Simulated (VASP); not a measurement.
**Ti: single point with LDA**

The system is Ti.

```
Ti
1.0
     4.45106    0.00000    0.00000
    -2.22553    3.85473    0.00000
     0.00000    0.00000    2.77044
Ti
3
Direct
  0.00000 0.00000 0.00000
  0.33333 0.66667 0.42276
  0.66667 0.33333 0.57724
```

This cell differs from its parent crystal: atoms displaced along a vibrational mode.

```yaml
Program: VASP 6.6.1
Task: single point
Functional: LDA
Potentials_or_basis: VASP PAW LDA potentials, release 64 (Ti_sv)
Cutoff: 520 eV
k_mesh: 12 × 12 × 14
Occupations: gaussian, width 0.15 eV
Spin: no spin polarisation
```

```json
{"Pressure": "-0.1 GPa", "Largest force": "0.693 eV/Å", "Band gap on the k mesh": "zero (bands 18 and 19 overlap by 0.58 eV)"}
```

Forces in eV/Å, atoms in the order of the input:
```
Ti   0.000  0.000  0.000
Ti   0.000  0.000  0.693
Ti   0.000  0.000 -0.693
```

Stress tensor (GPa, compression positive):
```
-0.90  0.00  0.00
 0.00 -0.90  0.00
 0.00  0.00  1.63
```

Levels at points of the mesh, in eV from the Fermi level:
| k point | band 15 | band 16 | band 17 | band 18 | band 19 | band 20 | band 21 | band 22 |
| --- | --- | --- | --- | --- | --- | --- | --- | --- |
| (0.00, 0.00, 0.00) | -0.58 | -0.58 | -0.53 | -0.53 | -0.30 | 0.92 | 1.12 | 1.12 |
| (0.50, 0.00, 0.00) | -2.73 | -0.49 | -0.30 | -0.25 | 0.10 | 0.53 | 1.44 | 1.59 |
| (0.00, 0.00, 0.50) | -1.99 | -1.61 | -1.34 | -1.34 | 0.21 | 0.21 | 2.49 | 2.49 |
| (0.50, 0.00, 0.50) | -1.61 | -1.13 | -0.94 | -0.28 | -0.08 | 0.84 | 1.38 | 1.76 |

Run time: 8.8 min on 1 thread of AMD EPYC 9R45 96-Core Processor (Zen 5), with other jobs on the host, peak memory 0.28 GiB.

Caveat: the cell differs from its parent crystal (atoms displaced along a vibrational mode).
